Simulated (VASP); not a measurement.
Wanted: the native input for a VASP 6.6.1 run.

```
Task                   : relaxation of cell and atoms
Functional             : PBE
Potentials or basis    : VASP PAW PBE potentials, release 64 (Hf_pv, C)
Cutoff                 : 600 eV
k mesh                 : 10 × 10 × 10
Occupations            : fermi-dirac, width 0.05 eV
Spin                   : no spin polarisation
Target pressure        : 30 GPa
Dipole correction      : no
Further INCAR settings : ALGO = Normal; EDIFF = 1e-06; IBRION = 2; EDIFFG = -0.02; NSW = 80; ISIF = 3
```

The structure of HfC lies in POSCAR:

```
HfC
1.0
    0.0000000000      2.3250000000      2.3250000000
    2.3250000000      0.0000000000      2.3250000000
    2.3250000000      2.3250000000      0.0000000000
Hf C
1 1
Direct
    0.5000000000      0.5000000000      0.5000000000
    0.0000000000      0.0000000000      0.0000000000
```

The input as run:

INCAR

```
PREC = Accurate
ENCUT = 600
EDIFF = 1E-6
ISMEAR = -1
SIGMA = 0.05
LREAL = False
LASPH = True
NELM = 80
ALGO = Normal
ISIF = 3
LWAVE = False
LCHARG = False
GGA = PE
IBRION = 2
NSW = 80
EDIFFG = -0.02
PSTRESS = 300.0
```

KPOINTS

```
regular mesh
0
Gamma
  10 10 10
```

Potentials or basis: VASP PAW PBE potentials, release 64 (Hf_pv, C).

Run with:

```sh
$ cat potpaw_PBE.64/Hf_pv/POTCAR potpaw_PBE.64/C/POTCAR > POTCAR
$ mpirun -np 1 vasp_std > vasp.out
```

Results of the run:

* Relaxed volume: 11.32 Å³/atom
* Relaxed cell: a = 3.176 Å, b = 3.176 Å, c = 3.176 Å, α = 60.00°, β = 60.00°, γ = 60.00°
* Space group after relaxing (to 0.05 Å): Fm-3m (No. 225)
* Energy change on relaxing (the enthalpy is what falls): +104.5 meV/atom
* Ionic steps: 5
* Pressure after relaxing: 30.0 GPa
* Band gap on the k mesh: zero (band 7 reaches 7.84 eV, above the bottom of band 8 at 6.40 eV)

Caveat: the cell is relaxed towards a set pressure, so the enthalpy falls and the energy may rise; spin-orbit coupling is left out, which moves the levels of the heavy elements.

Run time: 28 s on 1 thread of Intel(R) Xeon(R) 6975P-C (Granite Rapids), with other jobs on the host, peak memory 0.17 GiB.
